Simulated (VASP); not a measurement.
# BaF2 (Frankdicksonite) (Fm-3m) in VASP: notebook

The runs below take BaF2 (Frankdicksonite) through single point, with PBEsol.

All numbers are computed with VASP 6.6.1; they aren't measurements. Logs are shortened: lines on timing, memory, paths and dates and some standing lists are left out, and cuts for length are marked.

## 1. The cell of the first run

It takes space group Fm-3m (No. 225, cubic). The conventional cell has a = 5.811 Å, b = 5.811 Å, c = 5.811 Å, α = 90.00°, β = 90.00°, γ = 90.00°. Within 3.3 Å of Ba (site symmetry m-3m) lie 8 F at 2.52 Å. F (site symmetry -43m) has 4 Ba at 2.52 Å and 6 F at 2.91 Å within 3.3 Å.

## 2. Single point, PBEsol

The input, INCAR:

```
SYSTEM = BaF2
  PREC = Accurate
  ENCUT = 600
  EDIFF = 1E-6
  ISMEAR = 0
  SIGMA = 0.01
  LREAL = .FALSE.
  LASPH = .TRUE.
  NELM = 120
  ALGO = Normal
  ISIF = 2
  LWAVE = .FALSE.
  LCHARG = .FALSE.
  GGA = PS
  NBANDS = 19
  GGA_COMPAT = .FALSE.
```

The input, KPOINTS:

```
Automatic mesh
0
G
  6 6 6
  0 0 0
```

The input, POSCAR:

```
BaF2
1.0
    0.0000000000      2.9055456111      2.9055456111
    2.9055456111      0.0000000000      2.9055456111
    2.9055456111      2.9055456111      0.0000000000
Ba F
1 2
Direct
    0.0000000000      0.0000000000      0.0000000000
    0.2500000000      0.2500000000      0.2500000000
    0.7500000000      0.7500000000      0.7500000000
```

Potentials or basis: VASP PAW PBE potentials, release 64 (Ba_sv, F).

Launch:

```bash
> cat potpaw_PBE.64/Ba_sv/POTCAR potpaw_PBE.64/F/POTCAR > POTCAR
> mpirun -np 1 vasp_std > vasp.out
```

OUTCAR:

```text
SYSTEM = BaF2
   PREC = Accurate
   ENCUT = 600
   EDIFF = 1E-6
   ISMEAR = 0
   LREAL = .FALSE.
   LASPH = .TRUE.
   NELM = 120
   ISIF = 2
   GGA = PS

 ion  position               nearest neighbor table
   1  0.000  0.000  0.000-   3 2.52   3 2.52   3 2.52   2 2.52   3 2.52   2 2.52   2 2.52   2 2.52

   2  0.250  0.250  0.250-   1 2.52   1 2.52   1 2.52   1 2.52
   3  0.750  0.750  0.750-   1 2.52   1 2.52   1 2.52   1 2.52

  LATTYP: Found a face centered cubic cell.
 ALAT       =     5.8110912222

  Lattice vectors:

 A1 = (   0.0000000000,   2.9055456111,   2.9055456111)
 A2 = (   2.9055456111,   0.0000000000,   2.9055456111)
 A3 = (   2.9055456111,   2.9055456111,   0.0000000000)

Analysis of symmetry for initial positions (statically):
=====================================================================
 Subroutine PRICEL returns:
 Original cell was already a primitive cell.

 Routine SETGRP: Setting up the symmetry group for a
 face centered cubic supercell.

 Subroutine GETGRP returns: Found 48 space group operations
 (whereof 48 operations were pure point group operations)
 out of a pool of 48 trial point group operations.

The static configuration has the point symmetry O_h .

Analysis of symmetry for dynamics (positions and initial velocities):
=====================================================================
 Subroutine PRICEL returns:
 Original cell was already a primitive cell.

 Routine SETGRP: Setting up the symmetry group for a
 face centered cubic supercell.

 Subroutine GETGRP returns: Found 48 space group operations
 (whereof 48 operations were pure point group operations)
 out of a pool of 48 trial point group operations.

The dynamic configuration has the point symmetry O_h .

 Subroutine INISYM returns: Found 48 space group operations
 (whereof 48 operations are pure point group operations),
 and found     1 'primitive' translations

----------------------------------------------------------------------------------------

                                     Primitive cell

  volume of cell :      49.0584

  direct lattice vectors                    reciprocal lattice vectors
     0.000000000  2.905545611  2.905545611    -0.172084719  0.172084719  0.172084719
     2.905545611  0.000000000  2.905545611     0.172084719 -0.172084719  0.172084719
     2.905545611  2.905545611  0.000000000     0.172084719  0.172084719 -0.172084719

  length of vectors
     4.109062009  4.109062009  4.109062009     0.298059476  0.298059476  0.298059476

  position of ions in fractional coordinates (direct lattice)
     0.000000000  0.000000000  0.000000000
     0.250000000  0.250000000  0.250000000
     0.750000000  0.750000000  0.750000000

  ion indices of the primitive-cell ions
   primitive index   ion index
                 1           1
                 2           2
                 3           3

----------------------------------------------------------------------------------------

 KPOINTS: Automatic mesh

Automatic generation of k-mesh.
 Grid dimensions read from file:
 generate k-points for:    6    6    6

 Generating k-lattice:

  Cartesian coordinates                     Fractional coordinates (reciprocal lattice)
    -0.028680786  0.028680786  0.028680786     0.166666667  0.000000000  0.000000000
     0.028680786 -0.028680786  0.028680786     0.000000000  0.166666667  0.000000000
     0.028680786  0.028680786 -0.028680786     0.000000000  0.000000000  0.166666667

  Length of vectors
     0.049676579  0.049676579  0.049676579

  Shift w.r.t. Gamma in fractional coordinates (k-lattice)
     0.000000000  0.000000000  0.000000000

 Subroutine IBZKPT returns following result:
 ===========================================

 Found     16 irreducible k-points:

 Following reciprocal coordinates:
            Coordinates               Weight
  0.000000  0.000000  0.000000      1.000000
  0.166667  0.000000  0.000000      8.000000
  0.333333  0.000000  0.000000      8.000000
  0.500000  0.000000  0.000000      4.000000
  0.166667  0.166667  0.000000      6.000000
  0.333333  0.166667  0.000000     24.000000
[... 8 lines left out ...]
 -0.333333  0.333333  0.166667     24.000000
 -0.333333  0.500000  0.166667     12.000000
   k-points           NKPTS =     16   k-points in BZ     NKDIM =     16   number of bands    NBANDS=     19
   number of dos      NEDOS =    301   number of ions     NIONS =      3
   total plane-waves  NPLWV =  46656
   dimension x,y,z NGX =    36 NGY =   36 NGZ =   36
   dimension x,y,z NGXF=    72 NGYF=   72 NGZF=   72
   ions per type =               1   2
   NGX,Y,Z   is equivalent  to a cutoff of  14.57, 14.57, 14.57 a.u.
   NGXF,Y,Z  is equivalent  to a cutoff of  29.13, 29.13, 29.13 a.u.
 SYSTEM =  BaF2
   PREC   = accura    normal or accurate (medium, high low for compatibility)
   ISTART =      0    job   : 0-new  1-cont  2-samecut
   ICHARG =      2    charge: 1-file 2-atom 10-const
   ISPIN  =      1    spin polarized calculation?
   LNONCOLLINEAR =      F non collinear calculations
   LSORBIT =      F    spin-orbit coupling
   LASPH  =      T    aspherical Exc in radial PAW
   ENCUT  =  600.0 eV  44.10 Ry    6.64 a.u.   8.21  8.21  8.21*2*pi/ulx,y,z
   NELM   =    120;   NELMIN=  2; NELMDL= -5     # of ELM steps
   EDIFF  = 0.1E-05   stopping-criterion for ELM
   LREAL  =      F    real-space projection
   EDIFFG = 0.1E-04   stopping-criterion for IOM
   NSW    =      0    number of steps for IOM
   IBRION =     -1    ionic relax: 0-MD 1-quasi-New 2-CG
   NFREE  =      0    steps in history (QN), initial steepest desc. (CG)
   ISIF   =      2    stress and relaxation
   ISYM   =      2    0-nonsym 1-usesym 2-fastsym
   POTIM  = 0.5000    time-step for ionic-motion
   TEBEG  =    0.0;   TEEND  =   0.0 temperature during run
   PSTRESS=    0.0 pullay stress
   NELECT =      24.0000    total number of electrons
   NUPDOWN=      -1.0000    fix difference up-down
   EMIN   =  10.00;   EMAX   =-10.00  energy-range for DOS
   EFERMI =   0.00;   METHOD = LEGACY
   ISMEAR =     0;   SIGMA  =   0.01  broadening in eV -4-tet -1-fermi 0-gaus
   EFERMI_NEDOS =   21; number of points for ismear=-14 and -15
   IALGO  =     38    algorithm
   IMIX   =      4    mixing-type and parameters
     AMIX     =   0.40;   BMIX     =  1.00
     AMIX_MAG =   1.60;   BMIX_MAG =  1.00
  volume/ion in A,a.u.               =      16.35       110.35
  Fermi-wavevector in a.u.,A,eV,Ry     =   1.289954  2.437660 22.639840  1.663981
  Thomas-Fermi vector in A             =   2.421815
   LORBIT       =      0    0 simple, 1 ext, 2 COOP (PROOUT), +10 PAW based schemes
   GGA     = PS    functional components
   LHFCALC =     F    Hartree Fock is set to
   AEXX    =    0.0000 exact exchange contribution
   IVDW    =     0    specifies the selected vdW correction
   LEPSILON=     F    determine dielectric tensor
   LRPA    =     F    only Hartree local field effects (RPA)
 non-spin polarized calculation
 Gauss-broadening in eV      SIGMA  =   0.01
  energy-cutoff  :      600.00
  volume of cell :       49.06
 maximum number of plane-waves:      1660
 NGX is ok and might be reduce to    36
   NGX = 17   NGY = 17   NGZ = 17

 number of electron      24.0000003 magnetization

 Free energy of the ion-electron system (eV)
  ---------------------------------------------------
  ext. energy  EPLUGINS =         0.00000000
  ---------------------------------------------------
  free energy    TOTEN  =       -17.17445591 eV

  energy without entropy =      -17.17445591  energy(sigma->0) =      -17.17445591

 E-fermi :  -1.1545     XC(G=0):  -9.8773

 val. band max:       -1.2304429856   @ k =   0.5000   0.3333   0.1667
 cond. band min:       6.1581021429   @ k =   0.5000   0.5000   0.0000
 fundamental gap:      7.3885451285
 Fermi energy:        -1.1544533539

 k-point     1 :       0.0000    0.0000    0.0000
  band No.  band energies     occupation
      1     -24.1881      2.00000
      2     -20.4527      2.00000
      3     -19.8961      2.00000
      4      -8.5021      2.00000
      5      -8.5021      2.00000
      6      -8.5021      2.00000
[... 11 lines left out ...]
     18      11.6967      0.00000
     19      15.3405      0.00000

 k-point     2 :       0.1667    0.0000    0.0000
  band No.  band energies     occupation
      1     -24.0581      2.00000
      2     -20.5020      2.00000
      3     -20.0675      2.00000
      4      -8.6101      2.00000
      5      -8.5991      2.00000
      6      -8.5991      2.00000
[... 11 lines left out ...]
     18      11.6992      0.00000
     19      14.2695      0.00000

 k-point     3 :       0.3333    0.0000    0.0000
  band No.  band energies     occupation
      1     -23.7530      2.00000
      2     -20.7026      2.00000
      3     -20.3532      2.00000
      4      -8.7752      2.00000
      5      -8.7752      2.00000
      6      -8.7621      2.00000
[... 11 lines left out ...]
     18      11.7366      0.00000
     19      13.6983      0.00000

 k-point     4 :       0.5000    0.0000    0.0000
  band No.  band energies     occupation
      1     -23.5659      2.00000
      2     -20.9016      2.00000
      3     -20.4318      2.00000
      4      -8.8559      2.00000
      5      -8.8559      2.00000
      6      -8.8157      2.00000
[... 11 lines left out ...]
     18      11.7802      0.00000
     19      14.7652      0.00000

 k-point     5 :       0.1667    0.1667    0.0000
  band No.  band energies     occupation
      1     -24.0132      2.00000
      2     -20.5096      2.00000
      3     -20.1339      2.00000
      4      -8.7480      2.00000
      5      -8.7480      2.00000
      6      -8.4053      2.00000
[... 11 lines left out ...]
     18      11.7909      0.00000
     19      15.4170      0.00000

 k-point     6 :       0.3333    0.1667    0.0000
  band No.  band energies     occupation
      1     -23.7586      2.00000
      2     -20.6211      2.00000
      3     -20.4269      2.00000
      4      -8.9404      2.00000
      5      -8.9334      2.00000
      6      -8.4495      2.00000
[... 11 lines left out ...]
     18      11.9243      0.00000
     19      14.1972      0.00000

 k-point     7 :       0.5000    0.1667    0.0000
  band No.  band energies     occupation
      1     -23.5078      2.00000
      2     -20.8654      2.00000
      3     -20.5552      2.00000
      4      -8.9922      2.00000
      5      -8.9818      2.00000
      6      -8.6540      2.00000
[... 11 lines left out ...]
     18      12.0852      0.00000
     19      14.5486      0.00000

 k-point     8 :      -0.3333    0.1667    0.0000
  band No.  band energies     occupation
      1     -23.5750      2.00000
      2     -20.7888      2.00000
      3     -20.5355      2.00000
      4      -8.8796      2.00000
      5      -8.8636      2.00000
      6      -8.8195      2.00000
[... 11 lines left out ...]
     18      12.2627      0.00000
     19      14.3288      0.00000

 k-point     9 :      -0.1667    0.1667    0.0000
  band No.  band energies     occupation
      1     -23.8650      2.00000
      2     -20.5764      2.00000
      3     -20.3069      2.00000
      4      -8.8105      2.00000
      5      -8.6936      2.00000
      6      -8.6644      2.00000
[... 11 lines left out ...]
     18      11.9693      0.00000
     19      14.2164      0.00000

 k-point    10 :       0.3333    0.3333    0.0000
  band No.  band energies     occupation
      1     -23.5846      2.00000
      2     -20.6856      2.00000
      3     -20.6206      2.00000
      4      -9.1670      2.00000
      5      -9.1670      2.00000
      6      -8.1888      2.00000
[... 11 lines left out ...]
     18      12.0542      0.00000
     19      15.3203      0.00000

 k-point    11 :       0.5000    0.3333    0.0000
  band No.  band energies     occupation
      1     -23.3751      2.00000
      2     -20.9085      2.00000
      3     -20.6976      2.00000
      4      -9.2403      2.00000
      5      -9.2382      2.00000
      6      -8.2669      2.00000
[... 11 lines left out ...]
     18      13.3590      0.00000
     19      14.6257      0.00000

 k-point    12 :      -0.3333    0.3333    0.0000
  band No.  band energies     occupation
      1     -23.3717      2.00000
      2     -20.8690      2.00000
      3     -20.7466      2.00000
      4      -9.1141      2.00000
      5      -9.0979      2.00000
      6      -8.5760      2.00000
[... 11 lines left out ...]
     18      13.5964      0.00000
     19      15.3027      0.00000

 k-point    13 :       0.5000    0.5000    0.0000
  band No.  band energies     occupation
      1     -23.2976      2.00000
      2     -21.0327      2.00000
      3     -20.6747      2.00000
      4      -9.3506      2.00000
      5      -9.3506      2.00000
      6      -8.0665      2.00000
[... 11 lines left out ...]
     18      13.5306      0.00000
     19      15.0928      0.00000

 k-point    14 :       0.5000    0.3333    0.1667
  band No.  band energies     occupation
      1     -23.5153      2.00000
      2     -20.7057      2.00000
      3     -20.7052      2.00000
      4      -9.1679      2.00000
      5      -8.9600      2.00000
      6      -8.5070      2.00000
[... 11 lines left out ...]
     18      12.7816      0.00000
     19      14.7870      0.00000

 k-point    15 :      -0.3333    0.3333    0.1667
  band No.  band energies     occupation
      1     -23.3717      2.00000
      2     -20.8700      2.00000
      3     -20.7456      2.00000
      4      -9.2750      2.00000
      5      -8.7608      2.00000
      6      -8.7532      2.00000
[... 11 lines left out ...]
     18      13.5681      0.00000
     19      14.7447      0.00000

 k-point    16 :      -0.3333    0.5000    0.1667
  band No.  band energies     occupation
      1     -23.2972      2.00000
      2     -20.9473      2.00000
      3     -20.7685      2.00000
      4      -9.3906      2.00000
      5      -9.0422      2.00000
      6      -8.4022      2.00000
[... 11 lines left out ...]
     18      15.0703      0.00000
     19      15.3275      0.00000

------------------------ aborting loop because EDIFF is reached ----------------------------------------

  FORCE on cell =-STRESS in cart. coord.  units (eV):
  Direction    XX          YY          ZZ          XY          YZ          ZX
  --------------------------------------------------------------------------------------
  -------------------------------------------------------------------------------------
  Total        5.3927697      5.3927697      5.3927697      0.0000000      0.0000000     -0.0000000
  in kB      176.1202796    176.1202796    176.1202796      0.0000000      0.0000000     -0.0000000
  external PRESSURE =     176.1202796 kB  Pullay stress =       0.0000000 kB

 VOLUME and BASIS-vectors are now :
 -----------------------------------------------------------------------------
  energy-cutoff  :      600.00
  volume of cell :       49.06
      direct lattice vectors                 reciprocal lattice vectors
     0.000000000  2.905545611  2.905545611    -0.172084719  0.172084719  0.172084719
     2.905545611  0.000000000  2.905545611     0.172084719 -0.172084719  0.172084719
     2.905545611  2.905545611  0.000000000     0.172084719  0.172084719 -0.172084719

 POSITION                                       TOTAL-FORCE (eV/Angst)
 -----------------------------------------------------------------------------------
      0.00000      0.00000      0.00000         0.000000      0.000000     -0.000000
      1.45277      1.45277      1.45277        -0.000000     -0.000000     -0.000000
      4.35832      4.35832      4.35832         0.000000      0.000000      0.000000
 -----------------------------------------------------------------------------------
    total drift:                                0.000000      0.000000      0.000000

  FREE ENERGIE OF THE ION-ELECTRON SYSTEM (eV)
  ---------------------------------------------------
  free  energy   TOTEN  =       -17.1744559068 eV

  energy  without entropy=      -17.1744559068  energy(sigma->0) =      -17.17445591
```

It took 28 s on 1 thread of Intel Xeon Platinum 8488C (Sapphire Rapids), shared host; peak memory 0.2 GiB.

Results:

```yaml
Free_energy: -17.1745 eV
Pressure: 17.6 GPa
Band_gap_on_the_k_mesh: 7.39 eV, indirect (least direct gap 7.52 eV)
```

Levels at points of the mesh, in eV from the valence-band top:
| k point | band 8 | band 9 | band 10 | band 11 | band 12 | band 13 | band 14 | band 15 | band 16 | band 17 |
| --- | --- | --- | --- | --- | --- | --- | --- | --- | --- | --- |
| (0.00, 0.00, 0.00) | -2.29 | -2.29 | -0.23 | -0.23 | -0.23 | 7.41 | 9.71 | 9.71 | 12.93 | 12.93 |
| (0.50, 0.00, 0.00) | -1.75 | -0.99 | -0.35 | -0.15 | -0.15 | 9.81 | 9.81 | 10.18 | 10.29 | 13.01 |
| (0.50, 0.50, 0.00) | -0.73 | -0.73 | -0.41 | -0.13 | -0.13 | 7.39 | 9.86 | 11.77 | 13.47 | 13.47 |

Caveat: the PAW data sets were made with another functional, which shifts forces and pressure a little; spin-orbit coupling is left out, which moves the levels of the heavy elements. A k mesh can miss the band edges.

## 3. Single point, PBEsol

This run uses another cell than the first one, of 17.07 Å³/atom, 1.044 times its volume.

The input, INCAR:

```
SYSTEM = BaF2
ALGO     = Normal         ! electronic algorithm
EDIFF    = 1E-6           ! SCF threshold, eV
ENCUT    = 600            ! plane-wave cutoff, eV
GGA      = PS             ! functional
GGA_COMPAT= .FALSE.      
ISIF     = 2              ! what is computed and relaxed
ISMEAR   = 0              ! smearing method
LASPH    = .TRUE.         ! aspherical terms in the spheres
LCHARG   = .FALSE.        ! write CHGCAR
LREAL    = .FALSE.        ! projectors in reciprocal space
LWAVE    = .FALSE.        ! write WAVECAR
NBANDS   = 19             ! bands
NELM     = 120            ! most SCF steps
PREC     = Accurate       ! precision mode
SIGMA    = 0.01           ! smearing width, eV
```

The input, KPOINTS:

```
k-points
0
G
  6 6 6
  0 0 0
```

The input, POSCAR:

```
BaF2
1.0
    0.0000000000      2.9474809104      2.9474809104
    2.9474809104      0.0000000000      2.9474809104
    2.9474809104      2.9474809104      0.0000000000
Ba F
1 2
Direct
    0.0000000000      0.0000000000      0.0000000000
    0.2500000000      0.2500000000      0.2500000000
    0.7500000000      0.7500000000      0.7500000000
```

Potentials or basis: VASP PAW PBE potentials, release 64 (Ba_sv, F).

Launch:

```bash
> cat potpaw_PBE.64/Ba_sv/POTCAR potpaw_PBE.64/F/POTCAR > POTCAR
> mpirun -np 1 vasp_std > vasp.out
```

Run time: 26 s. Hardware: 1 thread of Intel Xeon Platinum 8488C (Sapphire Rapids), shared host; peak memory 0.2 GiB.

It converged, with:

| Quantity | Value |
| --- | --- |
| Free energy | -17.3773 eV |
| Pressure | 12.1 GPa |
| Band gap on the k mesh | 7.26 eV, indirect (least direct gap 7.43 eV) |

Levels at points of the mesh, in eV from the valence-band top:
| k point | band 10 | band 11 | band 12 | band 13 | band 14 | band 15 |
| --- | --- | --- | --- | --- | --- | --- |
| (0.00, 0.00, 0.00) | -0.17 | -0.17 | -0.17 | 7.26 | 9.61 | 9.61 |
| (0.50, 0.00, 0.00) | -0.34 | -0.14 | -0.14 | 9.69 | 9.69 | 9.93 |
| (0.50, 0.50, 0.00) | -0.32 | -0.17 | -0.17 | 7.38 | 9.67 | 11.54 |

Caveat: the PAW data sets were made with another functional, which shifts forces and pressure a little; spin-orbit coupling is left out, which moves the levels of the heavy elements.
